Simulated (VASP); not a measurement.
## Mg3Te: single point with PBE

Crystal: Mg3Te.

```
Mg Te
1.0
     4.63185    0.00000    0.00000
     0.00000    4.63185    0.00000
     0.00000    0.00000    4.36967
Mg Te
3 1
Direct
  0.00000 0.50000 0.50000
  0.50000 0.00000 0.50000
  0.50000 0.50000 0.00000
  0.00000 0.00000 0.00000
```

The cell was generated, and may not be a known phase.

```yaml
Program: VASP 6.6.1
Task: single point
Functional: PBE
Potentials_or_basis: VASP PAW PBE potentials, release 64 (Mg, Te)
Cutoff: 520 eV
k_mesh: 4 × 4 × 4
Occupations: gaussian, width 0.1 eV
Spin: no spin polarisation
```

```json
{"Pressure": "1.5 GPa", "Band gap on the k mesh": "zero (bands 6 and 7 overlap by 2.87 eV)"}
```

Stress tensor (GPa, compression positive):
```
1.11 0.00 0.00
0.00 1.11 0.00
0.00 0.00 2.35
```

Levels at points of the mesh, in eV from the Fermi level:
| k point | band 4 | band 5 | band 6 | band 7 | band 8 | band 9 |
| --- | --- | --- | --- | --- | --- | --- |
| (0.00, 0.00, 0.00) | -3.89 | -3.40 | -0.42 | 0.18 | 2.91 | 2.91 |
| (0.50, 0.00, 0.00) | -2.98 | -1.82 | -0.72 | 0.39 | 1.07 | 1.11 |
| (0.50, 0.50, 0.00) | -3.95 | -2.63 | 0.84 | 2.14 | 2.14 | 2.50 |
| (0.00, 0.00, 0.50) | -3.28 | -1.91 | -0.86 | 0.55 | 0.55 | 0.81 |
| (0.50, 0.00, 0.50) | -3.76 | -2.90 | 0.29 | 1.67 | 1.70 | 1.95 |
| (0.50, 0.50, 0.50) | -4.96 | -2.14 | -2.03 | -2.03 | -1.99 | 5.48 |

Run time: 12 s on 1 thread of Intel(R) Xeon(R) 6975P-C (Granite Rapids), on a shared host, peak memory 0.19 GiB.

Caveat: spin-orbit coupling is left out, which moves the levels of the heavy elements.
